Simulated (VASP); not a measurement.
A run of VASP 6.6.1:

File INCAR:

```
SYSTEM = Cu
  PREC = Accurate
  ENCUT = 520
  EDIFF = 1E-6
  ISMEAR = 0
  SIGMA = 0.1
  LREAL = .False.
  LASPH = .True.
  NELM = 100
  ALGO = Fast
  ISIF = 2
  LWAVE = .False.
  LCHARG = .False.
  GGA = PS
  NBANDS = 30
```

Contents of KPOINTS:

```
Automatic mesh
0
Gamma
  24 24 6
  0 0 0
```

The input POSCAR:

```
Cu
1.0
    2.6331893570      0.0000000000      0.0000000000
   -1.3165946785      2.2804088761      0.0000000000
    0.0000000000      0.0000000000      8.0129029043
Cu
4
Direct
    0.0000000000      0.0000000000      0.0000000000
    0.3333333333      0.6666666667      0.2500000000
    0.0000000000      0.0000000000      0.5000000000
    0.6666666667      0.3333333333      0.7500000000
```

Potentials or basis: VASP PAW PBE potentials, release 64 (Cu).

Run with:

```bash
$ cat potpaw_PBE.64/Cu/POTCAR > POTCAR
$ mpirun -np 1 vasp_std > vasp.out
```

Hardware: 1 thread of Intel(R) Xeon(R) 6975P-C (Granite Rapids), on a shared host.

Q: Estimate the wall time of this run.

A: Wall time 2.4 min on 1 thread of Intel(R) Xeon(R) 6975P-C (Granite Rapids), on a shared host, peak memory 0.35 GiB. Counts: scf iterations 15, k points 244.
